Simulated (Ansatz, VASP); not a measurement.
One calculation of K, two programs

The input INCAR:

```
ALGO = Normal
EDIFF = 1E-6
ENCUT = 520
GGA = PS
ISIF = 2
ISMEAR = -1
LASPH = True
LCHARG = False
LREAL = False
LWAVE = False
NBANDS = 16
NELM = 80
PREC = Accurate
SIGMA = 0.1
```

File KPOINTS:

```
k-points
0
Gamma
  7 7 4
```

POSCAR

```
K
1.0
    4.7623960000      0.0000000000      0.0000000000
   -2.3811980000      4.1243560000      0.0000000000
    0.0000000000      0.0000000000      7.8299710000
K
2
Direct
    0.3333333333      0.6666666667      0.2500000000
    0.6666666667      0.3333333333      0.7500000000
```

Input for Ansatz:

```yaml
crystal:
  lattice:
    - [4.762396, 0.0, 0.0]
    - [-2.381198, 4.124356, 0.0]
    - [0.0, 0.0, 7.829971]
  atoms:
    - { symbol: K, position: [0.3333333333333333, 0.6666666666666666, 0.25] }
    - { symbol: K, position: [0.6666666666666666, 0.3333333333333333, 0.75] }
basis:
  ecutwfc: 450.0
kpoints:
  mp_grid:
    grid: [7, 7, 4]
hamiltonian:
  xc: pbesol
scf:
  occupations:
    method: fermi_dirac
output:
  stress: true
```

Alike in both runs: task single point; functional PBEsol; k mesh 7 × 7 × 4; no spin polarisation.

```csv
,VASP,Ansatz
version,VASP 6.6.1,Ansatz 0.2.0
potentials or method,"VASP PAW PBE potentials, release 64 (K_sv), cutoff 520 eV","plane waves, PAW"
occupations,"fermi-dirac, width 0.1 eV",fermi-dirac
valence electrons in the cell,18,18
```

Ansatz gave:

```
pressure (GPa) : -0.2
```

Question: Which values does VASP return?

Answer: Pressure (GPa): -0.3.

VASP's potentials were made for PBE, not for PBEsol.
